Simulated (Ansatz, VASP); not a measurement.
## One calculation of Re, two programs

```
CELL_PARAMETERS angstrom
2.77482 0.00000 0.00000
-1.38741 2.40307 0.00000
0.00000 0.00000 4.48422
ATOMIC_POSITIONS crystal
Re 0.33333 0.66667 0.22832
Re 0.66667 0.33333 0.77168
```

Change from the starting cell: mode 4 frozen in at -0.097 Å, equal normal strain along x and y +0.0000.

Alike in both runs: task single point; functional PBE; k mesh 18 × 18 × 10; occupations gaussian, width 0.15 eV; no spin polarisation.

```csv
,VASP,Ansatz
version,VASP 6.6.1,Ansatz 0.2.0
potentials or method,"VASP PAW PBE potentials, release 64 (Re), cutoff 520 eV","scalar-relativistic, plane waves, PAW"
valence electrons in the cell,14,30
```

Ansatz gave:

```
gap on the k mesh at the Fermi level (eV)                     : none
pressure (GPa)                                                : 5.9
traceless stress, the component that is largest in VASP (GPa) : 3.48
rms of the force components (eV/Å)                            : 0.986
```

Question: What did VASP give for the same quantities?

Answer: gap on the k mesh at the Fermi level (eV): none; pressure (GPa): 5.4; traceless stress, the component that is largest in VASP (GPa): 3.26; rms of the force components (eV/Å): 0.937.

Atom by atom the forces differ by 0.049 eV/Å (rms over components). A gap of «none» marks a metal or a gap that the smearing closes. The functional is the same, so the differences come from potentials, cutoffs and numerics. VASP's potentials hold 14 valence electrons a cell and Ansatz's 30, so a difference there can come from the potentials and not from the codes.

Spin-orbit coupling is off throughout.
